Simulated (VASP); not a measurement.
Input of a VASP 6.6.1 run:

INCAR

```
SYSTEM = BeS
ALGO = Normal ; EDIFF = 1E-6
ENCUT = 520 ; GGA = PS
ISIF = 2 ; ISMEAR = 0
LASPH = .TRUE. ; LCHARG = .FALSE.
LREAL = .FALSE. ; LWAVE = .FALSE.
NBANDS = 11 ; NELM = 60
PREC = Accurate ; SIGMA = 0.05
```

File KPOINTS:

```
k-points
0
G
  10 10 10
  0 0 0
```

The input POSCAR:

```
BeS
1.0
    0.0000000000      2.4050417069      2.4835209696
    2.4835209696      0.0000000000      2.4835209696
    2.4835209696      2.4050417069      0.0000000000
Be S
1 1
Direct
    0.0000000000      0.0000000000      0.0000000000
    0.7500000000      0.7500000000      0.7500000000
```

Potentials or basis: VASP PAW PBE potentials, release 64 (Be, S).

Launch:

```bash
$ cat potpaw_PBE.64/Be/POTCAR potpaw_PBE.64/S/POTCAR > POTCAR
$ mpirun -np 1 vasp_std > vasp.out
```

(1) Predict the pressure.

(2) What does it give for the band gap on the k mesh?

Answers

(1) -4.0 GPa.

(2) 2.76 eV (least direct gap 5.27 eV).

Caveat: the cell stands under tension; the PAW data sets were made with another functional, which shifts forces and pressure a little.
